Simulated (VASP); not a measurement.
# HfN (rocksalt type) (Fm-3m) in VASP: further runs

HfN (rocksalt type) is run at these levels: LDA; tasks: single point.

Everything below comes from runs of VASP 6.6.1. Logs are shortened: lines on timing, memory, paths and dates and some standing lists are left out, and cuts for length are marked.

## (1) The cell of the first run

It takes space group Fm-3m (No. 225, cubic). The conventional cell has a = 4.282 Å, b = 4.282 Å, c = 4.282 Å, α = 90.00°, β = 90.00°, γ = 90.00°. Within 2.8 Å of Hf (site symmetry m-3m) lie 6 N at 2.14 Å. Within 2.8 Å of N (site symmetry m-3m) lie 6 Hf at 2.14 Å.

## (2) Single point, LDA (volume scaled by 0.88)

File INCAR:

```
ALGO = Normal ; EDIFF = 1E-6
ENCUT = 520 ; GGA = CA
ISIF = 2 ; ISMEAR = -1
LASPH = True ; LCHARG = True
LELF = True ; LREAL = False
LVHAR = True ; LWAVE = False
NBANDS = 14 ; NELM = 60
PREC = Accurate ; SIGMA = 0.1
```

File KPOINTS:

```
k-points
0
Gamma
  15 15 15
```

File POSCAR:

```
HfN
1.0
    0.0000000000      2.1409104247      2.1409104247
    2.1409104247      0.0000000000      2.1409104247
    2.1409104247      2.1409104247      0.0000000000
Hf N
1 1
Direct
    0.0000000000      0.0000000000      0.0000000000
    0.5000000000      0.5000000000      0.5000000000
```

Potentials or basis: VASP PAW LDA potentials, release 64 (Hf_pv, N).

The run is started by

```console
> cat potpaw_LDA.64/Hf_pv/POTCAR potpaw_LDA.64/N/POTCAR > POTCAR
> mpirun -np 1 vasp_std > vasp.out
```

OUTCAR:

```text
EDIFF = 1E-6
   ENCUT = 520
   GGA = CA
   ISIF = 2
   ISMEAR = -1
   LASPH = True
   LREAL = False
   NELM = 60
   PREC = Accurate

 ion  position               nearest neighbor table
   1  0.000  0.000  0.000-   2 2.14   2 2.14   2 2.14   2 2.14   2 2.14   2 2.14
   2  0.500  0.500  0.500-   1 2.14   1 2.14   1 2.14   1 2.14   1 2.14   1 2.14

  LATTYP: Found a face centered cubic cell.
 ALAT       =     4.2818208494

  Lattice vectors:

 A1 = (   0.0000000000,   2.1409104247,   2.1409104247)
 A2 = (   2.1409104247,   0.0000000000,   2.1409104247)
 A3 = (   2.1409104247,   2.1409104247,   0.0000000000)

Analysis of symmetry for initial positions (statically):
=====================================================================
 Subroutine PRICEL returns:
 Original cell was already a primitive cell.

 Routine SETGRP: Setting up the symmetry group for a
 face centered cubic supercell.

 Subroutine GETGRP returns: Found 48 space group operations
 (whereof 48 operations were pure point group operations)
 out of a pool of 48 trial point group operations.

The static configuration has the point symmetry O_h .

Analysis of symmetry for dynamics (positions and initial velocities):
=====================================================================
 Subroutine PRICEL returns:
 Original cell was already a primitive cell.

 Routine SETGRP: Setting up the symmetry group for a
 face centered cubic supercell.

 Subroutine GETGRP returns: Found 48 space group operations
 (whereof 48 operations were pure point group operations)
 out of a pool of 48 trial point group operations.

The dynamic configuration has the point symmetry O_h .

 Subroutine INISYM returns: Found 48 space group operations
 (whereof 48 operations are pure point group operations),
 and found     1 'primitive' translations

----------------------------------------------------------------------------------------

                                     Primitive cell

  volume of cell :      19.6257

  direct lattice vectors                    reciprocal lattice vectors
     0.000000000  2.140910425  2.140910425    -0.233545502  0.233545502  0.233545502
     2.140910425  0.000000000  2.140910425     0.233545502 -0.233545502  0.233545502
     2.140910425  2.140910425  0.000000000     0.233545502  0.233545502 -0.233545502

  length of vectors
[... 84 lines left out ...]
   EDIFFG = 0.1E-04   stopping-criterion for IOM
   NSW    =      0    number of steps for IOM
   IBRION =     -1    ionic relax: 0-MD 1-quasi-New 2-CG
   NFREE  =      0    steps in history (QN), initial steepest desc. (CG)
   ISIF   =      2    stress and relaxation
   ISYM   =      2    0-nonsym 1-usesym 2-fastsym
   POTIM  = 0.5000    time-step for ionic-motion
   TEBEG  =    0.0;   TEEND  =   0.0 temperature during run
   PSTRESS=    0.0 pullay stress
   NELECT =      15.0000    total number of electrons
   NUPDOWN=      -1.0000    fix difference up-down
   EMIN   =  10.00;   EMAX   =-10.00  energy-range for DOS
   EFERMI =   0.00;   METHOD = LEGACY
   ISMEAR =    -1;   SIGMA  =   0.10  broadening in eV -4-tet -1-fermi 0-gaus
   EFERMI_NEDOS =   21; number of points for ismear=-14 and -15
   IALGO  =     38    algorithm
   IMIX   =      4    mixing-type and parameters
     AMIX     =   0.40;   BMIX     =  1.00
     AMIX_MAG =   1.60;   BMIX_MAG =  1.00
  volume/ion in A,a.u.               =       9.81        66.22
  Fermi-wavevector in a.u.,A,eV,Ry     =   1.496799  2.828540 30.482582  2.240407
  Thomas-Fermi vector in A             =   2.608769
   LORBIT       =      0    0 simple, 1 ext, 2 COOP (PROOUT), +10 PAW based schemes
   GGA     = CA    functional components
   LHFCALC =     F    Hartree Fock is set to
   AEXX    =    0.0000 exact exchange contribution
   IVDW    =     0    specifies the selected vdW correction
   LEPSILON=     F    determine dielectric tensor
   LRPA    =     F    only Hartree local field effects (RPA)
 non-spin polarized calculation
  energy-cutoff  :      520.00
  volume of cell :       19.63
 maximum number of plane-waves:       540
   NGX = 11   NGY = 11   NGZ = 11

 number of electron      14.9999998 magnetization

 Free energy of the ion-electron system (eV)
  ---------------------------------------------------
  ext. energy  EPLUGINS =         0.00000000
  ---------------------------------------------------
  free energy    TOTEN  =       -23.51659721 eV

  energy without entropy =      -23.49995932  energy(sigma->0) =      -23.50827827

 E-fermi :   9.7246     XC(G=0): -13.8290

 val. band max:        9.7169404983   @ k =   0.1333   0.0000   0.0000
 cond. band min:       9.7358144082   @ k =  -0.3333   0.4667   0.2000
 fundamental gap:      0.0188739099
 Fermi energy:         9.7245769411

 k-point     1 :       0.0000    0.0000    0.0000
  band No.  band energies     occupation
      1     -20.5658      2.00000
      2     -20.5658      2.00000
      3     -20.5658      2.00000
      4      -8.4381      2.00000
      5       6.6148      2.00000
      6       6.6148      2.00000
      7       6.6148      2.00000
      8       9.2179      1.98747
      9       9.2179      1.98747
     10       9.2179      1.98747
     11      12.0438      0.00000
     12      12.0438      0.00000
     13      13.4338      0.00000
     14      19.7585      0.00000
[... 377 lines left out ...]
      1     -21.0938      2.00000
      2     -20.7033      2.00000
      3     -20.6852      2.00000
      4      -7.3347      2.00000
      5       3.2439      2.00000
      6       5.5175      2.00000
      7       5.6619      2.00000
      8       8.1079      2.00000
      9      11.6209      0.00000
     10      11.6296      0.00000
     11      13.0329      0.00000
     12      13.9763      0.00000
     13      17.3700      0.00000
     14      21.8424      0.00000

 [... further k-points ...]
[... 5 lines left out ...]
  --------------------------------------------------------------------------------------
  -------------------------------------------------------------------------------------
  Total        6.1067082      6.1067082      6.1067082      0.0000000      0.0000000      0.0000000
  in kB      498.5311127    498.5311127    498.5311127      0.0000000      0.0000000      0.0000000
  external PRESSURE =     498.5311127 kB  Pullay stress =       0.0000000 kB

 VOLUME and BASIS-vectors are now :
 -----------------------------------------------------------------------------
  energy-cutoff  :      520.00
  volume of cell :       19.63
      direct lattice vectors                 reciprocal lattice vectors
     0.000000000  2.140910425  2.140910425    -0.233545502  0.233545502  0.233545502
     2.140910425  0.000000000  2.140910425     0.233545502 -0.233545502  0.233545502
     2.140910425  2.140910425  0.000000000     0.233545502  0.233545502 -0.233545502

 POSITION                                       TOTAL-FORCE (eV/Angst)
 -----------------------------------------------------------------------------------
      0.00000      0.00000      0.00000        -0.000000     -0.000000      0.000000
      2.14091      2.14091      2.14091         0.000000      0.000000     -0.000000
 -----------------------------------------------------------------------------------
    total drift:                                0.000000     -0.000000     -0.000000

  FREE ENERGIE OF THE ION-ELECTRON SYSTEM (eV)
  ---------------------------------------------------
  free  energy   TOTEN  =       -23.5165972123 eV

  energy  without entropy=      -23.4999593220  energy(sigma->0) =      -23.50827827
```

OSZICAR:

```text
N       E                     dE             d eps       ncg     rms          rms(c)
DAV:   1     0.360299225886E+02    0.36030E+02   -0.79122E+03  3368   0.103E+03
DAV:   2    -0.249827207009E+02   -0.61013E+02   -0.57514E+02  4350   0.233E+02
DAV:   3    -0.265688080024E+02   -0.15861E+01   -0.15803E+01  3872   0.303E+01
DAV:   4    -0.265727637081E+02   -0.39557E-02   -0.39551E-02  4182   0.184E+00
DAV:   5    -0.265727812691E+02   -0.17561E-04   -0.17562E-04  3804   0.102E-01    0.694E+01
DAV:   6    -0.235887106016E+02    0.29841E+01   -0.80467E+00  3828   0.232E+01    0.565E+01
DAV:   7    -0.235393600486E+02    0.49351E-01   -0.54572E-01  4134   0.501E+00    0.295E+01
DAV:   8    -0.235196555459E+02    0.19705E-01   -0.58239E-02  4248   0.187E+00    0.383E+00
DAV:   9    -0.235171592961E+02    0.24962E-02   -0.15819E-02  3702   0.863E-01    0.184E+00
DAV:  10    -0.235166669321E+02    0.49236E-03   -0.27694E-03  3942   0.431E-01    0.368E-01
DAV:  11    -0.235165973179E+02    0.69614E-04   -0.19921E-04  3858   0.123E-01    0.402E-02
DAV:  12    -0.235165972123E+02    0.10566E-06   -0.96915E-06  3960   0.262E-02
   1 F= -.23516597E+02 E0= -.23508278E+02  d E =-.166379E-01
```

stdout:

```text
POSCAR found type information on POSCAR HfN
 POSCAR found :  2 types and       2 ions
 scaLAPACK will be used
 LDA part: xc-table for (Slater(with rela. corr.)+CA(PZ))
 , standard interpolation
 POSCAR, INCAR and KPOINTS ok, starting setup
 FFT: planning ... GRIDC
 FFT: planning ... GRID_SOFT
 FFT: planning ... GRID
 WAVECAR not read
 entering main loop
```

Run time: 18 s. Hardware: 1 thread of Intel Xeon 6975P-C (Granite Rapids), shared host; peak memory 0.15 GiB.

Results:

```
Free energy : -23.5166 eV
Pressure    : 49.9 GPa
```

Levels at points of the mesh, in eV from the Fermi level:
| k point | band 4 | band 5 | band 6 | band 7 | band 8 | band 9 | band 10 | band 11 | band 12 | band 13 |
| --- | --- | --- | --- | --- | --- | --- | --- | --- | --- | --- |
| (0.00, 0.00, 0.00) | -18.16 | -3.11 | -3.11 | -3.11 | -0.51 | -0.51 | -0.51 | 2.32 | 2.32 | 3.71 |

Caveat: spin-orbit coupling is left out, which moves the levels of the heavy elements.

## (3) Single point, LDA (volume scaled by 0.94)

File INCAR:

```
SYSTEM = HfN
PREC = Accurate ; ENCUT = 520
EDIFF = 1E-6 ; ISMEAR = -1
SIGMA = 0.1 ; LREAL = .FALSE.
LASPH = .TRUE. ; NELM = 100
ALGO = Normal ; ISIF = 2
LWAVE = .FALSE. ; LCHARG = .TRUE.
LELF = .TRUE. ; LVHAR = .TRUE.
NBANDS = 14
```

File KPOINTS:

```
regular mesh
0
G
  15 15 15
  0 0 0
```

File POSCAR:

```
HfN
1.0
    0.0000000000      2.1885017121      2.1885017121
    2.1885017121      0.0000000000      2.1885017121
    2.1885017121      2.1885017121      0.0000000000
Hf N
1 1
Direct
    0.0000000000      0.0000000000      0.0000000000
    0.5000000000      0.5000000000      0.5000000000
```

Potentials or basis: VASP PAW LDA potentials, release 64 (Hf_pv, N).

The run is started by

```console
> cat potpaw_LDA.64/Hf_pv/POTCAR potpaw_LDA.64/N/POTCAR > POTCAR
> mpirun -np 1 vasp_std > vasp.out
```

It took 19 s on 1 thread of Intel Xeon 6975P-C (Granite Rapids), shared host; peak memory 0.15 GiB.

The run converged. Its results:

```
Free energy : -23.8037 eV
Pressure    : 20.2 GPa
```

Levels at points of the mesh, in eV from the Fermi level:
| k point | band 6 | band 7 | band 8 | band 9 | band 10 | band 11 |
| --- | --- | --- | --- | --- | --- | --- |
| (0.00, 0.00, 0.00) | -3.05 | -3.05 | -0.45 | -0.45 | -0.45 | 2.15 |

Caveat: spin-orbit coupling is left out, which moves the levels of the heavy elements.
